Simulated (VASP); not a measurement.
Set up this calculation in VASP 6.6.1, as the native input.

- Task: single point
- Functional: r2SCAN
- Potentials or basis: VASP PAW PBE potentials, release 64 (Al, Ru_pv)
- Cutoff: 520 eV
- k mesh: 12 × 12 × 4
- Occupations: gaussian, width 0.1 eV
- Spin: no spin polarisation
- Dipole correction: no
- Further INCAR settings: ALGO = Normal; EDIFF = 1e-07; NBANDS = 29

Crystal: Al2Ru.

```
Al Ru
1.0
     3.09060    0.00000    0.00000
     0.00000    3.09060    0.00000
     0.00000    0.00000    8.51462
Al Ru
4 2
Direct
  0.50000 0.50000 0.15836
  0.00000 0.00000 0.34164
  0.00000 0.00000 0.65836
  0.50000 0.50000 0.84164
  0.00000 0.00000 0.00000
  0.50000 0.50000 0.50000
```

This cell differs from its parent crystal: biaxial strain in the a-b plane: -1.0 %, then relaxed in part.

These files were run (other wordings do the same):

POSCAR

```
Al2Ru
1.0
    3.0906023046      0.0000000000      0.0000000000
    0.0000000000      3.0906023046      0.0000000000
    0.0000000000      0.0000000000      8.5146165256
Al Ru
4 2
Direct
    0.5000000000      0.5000000000      0.1583571525
    0.0000000000      0.0000000000      0.3416428475
    0.0000000000      0.0000000000      0.6583571525
    0.5000000000      0.5000000000      0.8416428475
    0.0000000000      0.0000000000      0.0000000000
    0.5000000000      0.5000000000      0.5000000000
```

INCAR.step1

```
SYSTEM = Al2Ru
PREC = Accurate
ENCUT = 520
ISMEAR = 0
SIGMA = 0.1
LREAL = .FALSE.
LASPH = .TRUE.
NELM = 100
NBANDS = 29
GGA = PE
ALGO = Normal
EDIFF = 1E-4
LWAVE = .TRUE.
LCHARG = .FALSE.
```

INCAR.step2

```
SYSTEM = Al2Ru
PREC = Accurate
ENCUT = 520
EDIFF = 1E-7
ISMEAR = 0
SIGMA = 0.1
LREAL = .FALSE.
LASPH = .TRUE.
NELM = 100
ALGO = Normal
ISIF = 2
LWAVE = .FALSE.
LCHARG = .TRUE.
METAGGA = R2SCAN
LMIXTAU = .TRUE.
LELF = .TRUE.
LVHAR = .TRUE.
NBANDS = 29
ISTART = 1
```

KPOINTS

```
Automatic mesh
0
G
  12 12 4
  0 0 0
```

Potentials or basis: VASP PAW PBE potentials, release 64 (Al, Ru_pv).

The run is started by

```sh
$ cat potpaw_PBE.64/Al/POTCAR potpaw_PBE.64/Ru_pv/POTCAR > POTCAR
$ cp INCAR.step1 INCAR
$ mpirun -np 1 vasp_std > vasp.out
$ cp INCAR.step2 INCAR
$ mpirun -np 1 vasp_std > vasp.out
```

Results of the run:

The pressure is 2.3 GPa, the largest force is 0.014 eV/Å and the band gap on the k mesh is zero (filled and empty bands touch).

Caveat: the cell differs from its parent crystal (biaxial strain in the a-b plane: -1.0 %, then relaxed in part); the PAW data sets were made with another functional, which shifts forces and pressure a little.

Wall time 4.1 min on 1 thread of Intel(R) Xeon(R) 6975P-C (Granite Rapids), with other jobs on the host, peak memory 0.31 GiB.
